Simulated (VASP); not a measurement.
Here is a VASP 6.6.1 calculation.

File INCAR:

```
ALGO = Fast
DIPOL = 0.5 0.5 0.500
EDIFF = 1E-6
ENCUT = 520
GGA = PS
IDIPOL = 3
ISIF = 2
ISMEAR = 0
LASPH = True
LCHARG = False
LDIPOL = True
LREAL = Auto
LWAVE = False
NBANDS = 70
NELM = 100
PREC = Accurate
SIGMA = 0.1
```

Contents of KPOINTS:

```
k-points
0
Gamma
  10 7 1
```

The input POSCAR:

```
SiNi
1.0
    3.3577714910      0.0000000000      0.0000000000
    0.0000000000      5.0878282843      0.0000000000
    0.0000000000      0.0000000000     25.0987322924
Si Ni
8 8
Direct
    0.7500000000      0.1785723343      0.2988198732
    0.7500000000      0.6785723343      0.3708150248
    0.2500000000      0.3214276657      0.4089415738
    0.2500000000      0.8214276657      0.4809367255
    0.7500000000      0.1785723343      0.5190632745
    0.7500000000      0.6785723343      0.5910584262
    0.2500000000      0.3214276657      0.6291849752
    0.2500000000      0.8214276657      0.7011801268
    0.2500000000      0.4906992690      0.3210272088
    0.2500000000      0.9906992690      0.3486076892
    0.7500000000      0.0093007310      0.4311489094
    0.7500000000      0.5093007310      0.4587293899
    0.2500000000      0.4906992690      0.5412706101
    0.2500000000      0.9906992690      0.5688510906
    0.7500000000      0.0093007310      0.6513923108
    0.7500000000      0.5093007310      0.6789727912
```

Potentials or basis: VASP PAW PBE potentials, release 64 (Si, Ni).

Launch:

```sh
$ cat potpaw_PBE.64/Si/POTCAR potpaw_PBE.64/Ni/POTCAR > POTCAR
$ mpirun -np 1 vasp_std > vasp.out
```

**Question.** Predict the largest force.

**Answer.** 0.743 eV/Å.

**Question.** What does it give for the band gap on the k mesh?

**Answer.** Zero (bands 56 and 57 overlap by 1.53 eV).

Forces on the atoms (eV/Å):
```
Si   0.000  0.244  0.701
Si   0.000  0.084 -0.672
Si   0.000 -0.173 -0.361
Si   0.000  0.065 -0.019
Si   0.000 -0.065  0.019
Si   0.000  0.173  0.361
Si   0.000 -0.084  0.672
Si   0.000 -0.244 -0.701
Ni   0.000 -0.508  0.507
Ni   0.000  0.229 -0.204
Ni   0.000  0.070  0.117
Ni   0.000  0.022  0.007
Ni   0.000 -0.022 -0.007
Ni   0.000 -0.070 -0.117
Ni   0.000 -0.229  0.204
Ni   0.000  0.508 -0.507
```

Caveat: the PAW data sets were made with another functional, which shifts forces and pressure a little. Spin polarisation is off, so any magnetic state and its effect on volume and gap are missing.
